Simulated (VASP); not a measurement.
# Au (P6_3/mmc) in VASP: a series of runs

Runs on Au. Level: LDA. Tasks: single point, relaxation of shape and atoms at fixed volume.

All numbers are computed with VASP 6.6.1; they aren't measurements. Logs are shortened: lines on timing, memory, paths and dates and some standing lists are left out, and cuts for length are marked.

**1. The cell of the first run**

It takes space group P6_3/mmc (No. 194, hexagonal). Conventional cell: a = 2.837 Å, b = 2.837 Å, c = 4.762 Å, α = 90.00°, β = 90.00°, γ = 120.00°. Au (site symmetry -6m2) has 12 Au at 2.84 to 2.89 Å within 3.7 Å.

This isn't the form of Au at room conditions, which is fcc.

**2. Single point, LDA (16.60 Å³/atom)**

Input file INCAR:

```
SYSTEM = Au
ALGO = Normal
EDIFF = 1E-6
ENCUT = 500
GGA_COMPAT = .False.
ISIF = 2
ISMEAR = -1
LASPH = .True.
LCHARG = .False.
LREAL = .False.
LWAVE = .False.
NBANDS = 18
NELM = 120
PREC = Accurate
SIGMA = 0.08
```

Input file KPOINTS:

```
k-points
0
Gamma
  15 15 8
  0 0 0
```

Input file POSCAR:

```
Au
1.0
    2.8369245852      0.0000000000      0.0000000000
   -1.4184622926      2.4568487594      0.0000000000
    0.0000000000      0.0000000000      4.7621243827
Au
2
Direct
    0.3333333333      0.6666666667      0.2500000000
    0.6666666667      0.3333333333      0.7500000000
```

Potentials or basis: VASP PAW LDA potentials, release 64 (Au).

The run is started by

```bash
cat potpaw_LDA.64/Au/POTCAR > POTCAR
mpirun -np 1 vasp_std > vasp.out
```

OUTCAR:

```text
SYSTEM = Au
   EDIFF = 1E-6
   ENCUT = 500
   ISIF = 2
   ISMEAR = -1
   LASPH = .True.
   LREAL = .False.
   NELM = 120
   PREC = Accurate

 ion  position               nearest neighbor table
   1  0.333  0.667  0.250-   2 2.89   2 2.89   2 2.89   2 2.89   2 2.89   2 2.89
   2  0.667  0.333  0.750-   1 2.89   1 2.89   1 2.89   1 2.89   1 2.89   1 2.89

  LATTYP: Found a hexagonal cell.
 ALAT       =     2.8369245852
 C/A-ratio  =     1.6786221275

  Lattice vectors:

 A1 = (   2.8369245852,   0.0000000000,   0.0000000000)
 A2 = (  -1.4184622926,   2.4568487594,   0.0000000000)
 A3 = (   0.0000000000,   0.0000000000,   4.7621243827)

Analysis of symmetry for initial positions (statically):
=====================================================================
 Subroutine PRICEL returns:
 Original cell was already a primitive cell.

 Routine SETGRP: Setting up the symmetry group for a
 hexagonal supercell.

 Subroutine GETGRP returns: Found 24 space group operations
 (whereof 12 operations were pure point group operations)
 out of a pool of 24 trial point group operations.

The static configuration has the point symmetry D_3d.
 The point group associated with its full space group is D_6h.

Analysis of symmetry for dynamics (positions and initial velocities):
=====================================================================
 Subroutine PRICEL returns:
 Original cell was already a primitive cell.

 Routine SETGRP: Setting up the symmetry group for a
 hexagonal supercell.

 Subroutine GETGRP returns: Found 24 space group operations
 (whereof 12 operations were pure point group operations)
 out of a pool of 24 trial point group operations.

The dynamic configuration has the point symmetry D_3d.
 The point group associated with its full space group is D_6h.

 Subroutine INISYM returns: Found 24 space group operations
 (whereof 12 operations are pure point group operations),
 and found     1 'primitive' translations

----------------------------------------------------------------------------------------

                                     Primitive cell

  volume of cell :      33.1915

  direct lattice vectors                    reciprocal lattice vectors
     2.836924585  0.000000000  0.000000000     0.352494390  0.203512731  0.000000000
    -1.418462293  2.456848759  0.000000000     0.000000000  0.407025461  0.000000000
     0.000000000  0.000000000  4.762124383     0.000000000  0.000000000  0.209990315

  length of vectors
     2.836924585  2.836924585  4.762124383     0.407025461  0.407025461  0.209990315

  position of ions in fractional coordinates (direct lattice)
     0.333333333  0.666666667  0.250000000
     0.666666667  0.333333333  0.750000000

  ion indices of the primitive-cell ions
   primitive index   ion index
                 1           1
                 2           2

----------------------------------------------------------------------------------------

 KPOINTS: k-points

Automatic generation of k-mesh.
 Grid dimensions read from file:
 generate k-points for:   15   15    8

 Generating k-lattice:

  Cartesian coordinates                     Fractional coordinates (reciprocal lattice)
     0.023499626  0.013567515  0.000000000     0.066666667  0.000000000  0.000000000
     0.000000000  0.027135031  0.000000000     0.000000000  0.066666667  0.000000000
     0.000000000  0.000000000  0.026248789     0.000000000  0.000000000  0.125000000

  Length of vectors
     0.027135031  0.027135031  0.026248789

  Shift w.r.t. Gamma in fractional coordinates (k-lattice)
     0.000000000  0.000000000  0.000000000

 Subroutine IBZKPT returns following result:
 ===========================================

 Found    135 irreducible k-points:

 Following reciprocal coordinates:
            Coordinates               Weight
  0.000000  0.000000  0.000000      1.000000
  0.066667  0.000000  0.000000      6.000000
  0.133333 -0.000000  0.000000      6.000000
  0.200000  0.000000  0.000000      6.000000
  0.266667 -0.000000  0.000000      6.000000
  0.333333  0.000000  0.000000      6.000000
[... 16 lines left out ...]
  0.333333  0.200000  0.000000     12.000000
  0.400000  0.200000  0.000000      6.000000
 [... further k-points ...]
   k-points           NKPTS =    135   k-points in BZ     NKDIM =    135   number of bands    NBANDS=     18
   number of dos      NEDOS =    301   number of ions     NIONS =      2
   total plane-waves  NPLWV =  20736
   dimension x,y,z NGX =    24 NGY =   24 NGZ =   36
   dimension x,y,z NGXF=    48 NGYF=   48 NGZF=   72
   ions per type =               2
   NGX,Y,Z   is equivalent  to a cutoff of  14.06, 14.06, 12.57 a.u.
   NGXF,Y,Z  is equivalent  to a cutoff of  28.13, 28.13, 25.14 a.u.
 SYSTEM =  Au
   PREC   = accura    normal or accurate (medium, high low for compatibility)
   ISTART =      0    job   : 0-new  1-cont  2-samecut
   ICHARG =      2    charge: 1-file 2-atom 10-const
   ISPIN  =      1    spin polarized calculation?
   LNONCOLLINEAR =      F non collinear calculations
   LSORBIT =      F    spin-orbit coupling
   LASPH  =      T    aspherical Exc in radial PAW
   ENCUT  =  500.0 eV  36.75 Ry    6.06 a.u.   5.17  5.17  8.68*2*pi/ulx,y,z
   NELM   =    120;   NELMIN=  2; NELMDL= -5     # of ELM steps
   EDIFF  = 0.1E-05   stopping-criterion for ELM
   LREAL  =      F    real-space projection
   EDIFFG = 0.1E-04   stopping-criterion for IOM
   NSW    =      0    number of steps for IOM
   IBRION =     -1    ionic relax: 0-MD 1-quasi-New 2-CG
   NFREE  =      0    steps in history (QN), initial steepest desc. (CG)
   ISIF   =      2    stress and relaxation
   ISYM   =      2    0-nonsym 1-usesym 2-fastsym
   POTIM  = 0.5000    time-step for ionic-motion
   TEBEG  =    0.0;   TEEND  =   0.0 temperature during run
   PSTRESS=    0.0 pullay stress
   NELECT =      22.0000    total number of electrons
   NUPDOWN=      -1.0000    fix difference up-down
   EMIN   =  10.00;   EMAX   =-10.00  energy-range for DOS
   EFERMI =   0.00;   METHOD = LEGACY
   ISMEAR =    -1;   SIGMA  =   0.08  broadening in eV -4-tet -1-fermi 0-gaus
   EFERMI_NEDOS =   21; number of points for ismear=-14 and -15
   IALGO  =     38    algorithm
   IMIX   =      4    mixing-type and parameters
     AMIX     =   0.40;   BMIX     =  1.00
     AMIX_MAG =   1.60;   BMIX_MAG =  1.00
  volume/ion in A,a.u.               =      16.60       111.99
  Fermi-wavevector in a.u.,A,eV,Ry     =   1.427382  2.697360 27.720756  2.037418
  Thomas-Fermi vector in A             =   2.547557
   LORBIT       =      0    0 simple, 1 ext, 2 COOP (PROOUT), +10 PAW based schemes
   GGA     = CA    functional components
   LHFCALC =     F    Hartree Fock is set to
   AEXX    =    0.0000 exact exchange contribution
   IVDW    =     0    specifies the selected vdW correction
   LEPSILON=     F    determine dielectric tensor
   LRPA    =     F    only Hartree local field effects (RPA)
 non-spin polarized calculation
  energy-cutoff  :      500.00
  volume of cell :       33.19
 maximum number of plane-waves:       869
 NGX is ok and might be reduce to    24
   NGX = 11   NGY = 11   NGZ = 17

 number of electron      22.0000000 magnetization

 Free energy of the ion-electron system (eV)
  ---------------------------------------------------
  ext. energy  EPLUGINS =         0.00000000
  ---------------------------------------------------
  free energy    TOTEN  =        -8.88919358 eV

  energy without entropy =       -8.87854223  energy(sigma->0) =       -8.88386791

 E-fermi :   9.7328     XC(G=0): -13.1365

 val. band max:        9.6544967825   @ k =   0.2000   0.0667   0.2500
 cond. band min:       9.7491921136   @ k =   0.4000   0.0667   0.5000
 fundamental gap:      0.0946953311
 Fermi energy:         9.7328230997

 k-point     1 :       0.0000    0.0000    0.0000
  band No.  band energies     occupation
      1      -0.4596      2.00000
      2       2.0471      2.00000
      3       4.6954      2.00000
      4       4.9914      2.00000
      5       4.9914      2.00000
      6       5.3227      2.00000
[... 10 lines left out ...]
     17      28.4245      0.00000
     18      28.4245      0.00000

 k-point     2 :       0.0667    0.0000    0.0000
  band No.  band energies     occupation
      1      -0.3146      2.00000
      2       2.1690      2.00000
      3       4.6416      2.00000
      4       5.0335      2.00000
      5       5.0910      2.00000
      6       5.2688      2.00000
[... 10 lines left out ...]
     17      27.6601      0.00000
     18      27.7477      0.00000

 k-point     3 :       0.1333   -0.0000    0.0000
  band No.  band energies     occupation
      1       0.1064      2.00000
      2       2.4993      2.00000
      3       4.4846      2.00000
      4       5.0573      2.00000
      5       5.2763      2.00000
      6       5.3814      2.00000
[... 10 lines left out ...]
     17      26.1987      0.00000
     18      27.8753      0.00000

 k-point     4 :       0.2000    0.0000    0.0000
  band No.  band energies     occupation
      1       0.7528      2.00000
      2       2.8903      2.00000
      3       4.3641      2.00000
      4       4.8116      2.00000
      5       4.8865      2.00000
      6       5.6221      2.00000
[... 375 lines left out ...]
      4       4.2232      2.00000
      5       4.7398      2.00000
      6       5.3241      2.00000
[... 10 lines left out ...]
     17      23.5104      0.00000
     18      24.2534      0.00000

 k-point    23 :       0.3333    0.2000    0.0000
  band No.  band energies     occupation
      1       3.3177      2.00000
      2       3.3238      2.00000
      3       3.4195      2.00000
      4       4.7285      2.00000
      5       4.7541      2.00000
      6       5.1784      2.00000
[... 10 lines left out ...]
     17      22.4465      0.00000
     18      23.7934      0.00000

 k-point    24 :       0.4000    0.2000    0.0000
  band No.  band energies     occupation
      1       3.2606      2.00000
      2       3.3490      2.00000
      3       3.3762      2.00000
      4       4.8019      2.00000
      5       4.9559      2.00000
      6       5.0548      2.00000
[... 10 lines left out ...]
     17      21.8333      0.00000
     18      23.5294      0.00000

 [... further k-points ...]

------------------------ aborting loop because EDIFF is reached ----------------------------------------

  FORCE on cell =-STRESS in cart. coord.  units (eV):
  Direction    XX          YY          ZZ          XY          YZ          ZX
  --------------------------------------------------------------------------------------
  -------------------------------------------------------------------------------------
  Total        0.1106874      0.1106874      0.0830625      0.0000000     -0.0000000      0.0000000
  in kB        5.3429581      5.3429581      4.0094870      0.0000000     -0.0000000      0.0000000
  external PRESSURE =       4.8984677 kB  Pullay stress =       0.0000000 kB

 VOLUME and BASIS-vectors are now :
 -----------------------------------------------------------------------------
  energy-cutoff  :      500.00
  volume of cell :       33.19
      direct lattice vectors                 reciprocal lattice vectors
     2.836924585  0.000000000  0.000000000     0.352494390  0.203512731  0.000000000
    -1.418462293  2.456848759  0.000000000     0.000000000  0.407025461  0.000000000
     0.000000000  0.000000000  4.762124383     0.000000000  0.000000000  0.209990315

 POSITION                                       TOTAL-FORCE (eV/Angst)
 -----------------------------------------------------------------------------------
     -0.00000      1.63790      1.19053         0.000000      0.000000      0.000000
      1.41846      0.81895      3.57159        -0.000000     -0.000000      0.000000
 -----------------------------------------------------------------------------------
    total drift:                               -0.000000      0.000000     -0.000000

  FREE ENERGIE OF THE ION-ELECTRON SYSTEM (eV)
  ---------------------------------------------------
  free  energy   TOTEN  =        -8.8891935783 eV

  energy  without entropy=       -8.8785422342  energy(sigma->0) =       -8.88386791
```

It took 47 s on 1 thread of Intel Xeon 6975P-C (Granite Rapids), shared host; peak memory 0.18 GiB.

Results:

```yaml
Free_energy: -8.8892 eV
Pressure: 0.5 GPa
Band_gap_on_the_k_mesh: zero (bands 11 and 12 overlap by 7.12 eV)
```

Caveat: spin-orbit coupling is left out, which moves the levels of the heavy elements.

**3. Relaxation of shape and atoms at fixed volume, LDA**

This run uses another cell than the first one, of 9.96 Å³/atom.

Input file INCAR:

```
ALGO = Normal ; EDIFF = 1E-7
EDIFFG = -0.005 ; ENCUT = 500
GGA_COMPAT = F ; IBRION = 2
ISIF = 4 ; ISMEAR = -1
LASPH = T ; LCHARG = F
LREAL = F ; LWAVE = F
NELM = 120 ; NELMIN = 4
NSW = 50 ; PREC = Accurate
SIGMA = 0.08
```

Input file KPOINTS:

```
k-points
0
Gamma
  15 15 8
```

Input file POSCAR:

```
Au
1.0
    2.3927548642      0.0000000000      0.0000000000
   -1.1963774321      2.0721864974      0.0000000000
    0.0000000000      0.0000000000      4.0165312606
Au
2
Direct
    0.3333333333      0.6666666667      0.2500000000
    0.6666666667      0.3333333333      0.7500000000
```

Potentials or basis: VASP PAW LDA potentials, release 64 (Au).

The run is started by

```bash
cat potpaw_LDA.64/Au/POTCAR > POTCAR
mpirun -np 1 vasp_std > vasp.out
```

It took 66 s on 1 thread of Intel Xeon 6975P-C (Granite Rapids), shared host; peak memory 0.14 GiB.

The run converged. Its results:

```yaml
Free_energy: 0.9673 eV
Energy_gained_by_relaxing: 8.0 meV/atom
Ionic_steps: 4
Pressure_after_relaxing: 403.0 GPa
Band_gap_on_the_k_mesh: zero (bands 11 and 12 overlap by 11.01 eV)
```

The path:
```
step  energy change (eV)  largest force (eV/Å)  pressure (GPa)  volume (Å³)
   1              0.0000                0.0000          403.34        19.91
   2              0.1231                0.0000          405.57        19.91
   3             -0.0159                0.0000          403.04        19.91
   4             -0.0159                0.0000          403.04        19.91
```

Final structure:
```yaml
crystal:
  lattice:
    - [2.40650, 0.00000, 0.00000]
    - [-1.20325, 2.08409, 0.00000]
    - [0.00000, 0.00000, 3.97079]
  atoms:
    - { symbol: Au, position: [0.33333, 0.66667, 0.25000] }
    - { symbol: Au, position: [0.66667, 0.33333, 0.75000] }
```

Levels at points of the mesh, in eV from the Fermi level:
| k point | band 7 | band 8 | band 9 | band 10 | band 11 | band 12 | band 13 | band 14 | band 15 |
| --- | --- | --- | --- | --- | --- | --- | --- | --- | --- |
| (0.00, 0.00, 0.00) | -8.49 | -7.09 | -7.09 | -4.29 | -3.50 | -3.50 | 6.47 | 11.64 | 13.72 |
| (0.00, 0.00, 0.50) | -9.49 | -9.49 | -4.54 | -4.54 | -4.54 | -4.54 | 11.20 | 11.20 | 16.17 |

Caveat: spin-orbit coupling is left out, which moves the levels of the heavy elements.
